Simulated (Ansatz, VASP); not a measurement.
One calculation of Sc3Al5N8, two programs

```xyz
32
Lattice="6.5958 -0.0004 -0.0045 -3.2983 5.7128 0.0000 -0.0069 -0.0040 10.1899" Properties=species:S:1:pos:R:3 pbc="T T T"
Al    1.6684    0.9576    7.6489
Al   -1.6305    4.7714   -0.1251
Al   -1.6479    4.7614    5.1939
Al    0.0144    3.8224    7.6489
Al    3.3217    1.8838   -0.0425
Al    4.9239    0.9385    2.5445
Al    3.2674    1.8996    5.1239
Al    1.6431    4.7911   -0.0425
Al    1.6296    4.7363    5.1239
Al    3.2603    3.7866    7.6274
Sc   -0.0050    1.9014   -0.0959
Sc    1.6908    0.9218    2.4968
Sc    0.0035    1.9063    5.0839
Sc   -0.0054    3.8597    2.4968
Sc    4.8930    0.9207    7.5634
Sc    3.3171    3.8194    2.4765
N    -0.0854    1.8550    2.0518
N     1.7322    0.8748    4.5999
N     0.0727    1.9462    7.2145
N     1.7548    0.9089    9.5715
N    -1.6507    4.7597    1.7606
N    -0.0254    3.9191    4.5999
N    -1.6640    4.7520    7.1242
N     0.0154    3.9217    9.5715
N     3.4082    1.8584    1.8652
N     4.8309    0.8849    4.5398
N     3.1815    1.9628    7.0301
N     4.8517    0.8969    9.6063
N     1.6644    4.8787    1.8652
N     3.3036    3.8116    4.6128
N     1.6415    4.6303    7.0301
N     3.2812    3.7987    9.5808
```

Alike in both runs: functional PBE; k mesh 4 × 4 × 3; no spin polarisation.

Ansatz relaxed the structure, and its values are those at the end. VASP's run is a single point on that final structure, the one shown.

|  | VASP | Ansatz |
| --- | --- | --- |
| version | VASP 6.6.1 | Ansatz 0.2.0 |
| potentials or method | VASP PAW PBE potentials, release 64 (Al, Sc_sv, N) | scalar-relativistic, plane waves, PAW |
| plane-wave cutoff (eV) | 520 | 420 |
| occupations | gaussian, width 0.01 eV | fixed |
| valence electrons in the cell | 176 | 176 |

```csv
,VASP,Ansatz,Ansatz less VASP
gap on the k mesh at the Fermi level (eV),3.40,3.40,-0.004
least direct gap on the mesh (eV),3.46,3.46,-0.003
pressure (GPa),0.2,0.0,-0.23
rms of the force components (eV/Å),0.027,0.001,-0.0264
```
